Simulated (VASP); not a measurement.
Runs of VASP 6.6.1 on Hf. The structure is that of space group Fm-3m (No. 225), or close to it. The cells are those of the table. This isn't the form of Hf at room conditions, which is hcp.

| task | cell | gap on the mesh (eV) | pressure (GPa) |
| --- | --- | --- | --- |
| single point | a = 2.886 Å, angles 60.0°, 1 atom | none | 39.6 |
| relaxation of cell and atoms | relaxed to 40 GPa from a = 3.140 Å, angles 60.0°, 1 atom | none | 40.0 |
| relaxation of cell and atoms | relaxed to 20 GPa from a = 3.140 Å, angles 60.0°, 1 atom | none | 20.2 |
| single point | a = 3.128 Å, angles 60.0°, 1 atom | none | (a) |
| single point | a = 2.981 Å, angles 60.0°, 1 atom | none | 19.7 |

Alike in all rows: level PBEsol; potentials or basis VASP PAW PBE potentials, release 64 (Hf_pv); no spin polarisation; k mesh 7 × 7 × 7; cutoff (eV) 500; smearing methfessel-paxton 0.05 eV.

Problem. Fill in the values left out.

Solution. (a) -0.4.

Caveats: some runs use coarse meshes; the PAW data sets were made with another functional, which shifts forces and pressure a little; spin-orbit coupling is left out, which moves the levels of the heavy elements; the cell is relaxed towards a set pressure, so the run minimises the enthalpy, not the energy (at least some runs).

A k mesh can miss the band edges, and the runs leave out spin-orbit coupling on Hf.

A gap of «none» marks levels without a gap at the run's occupations.
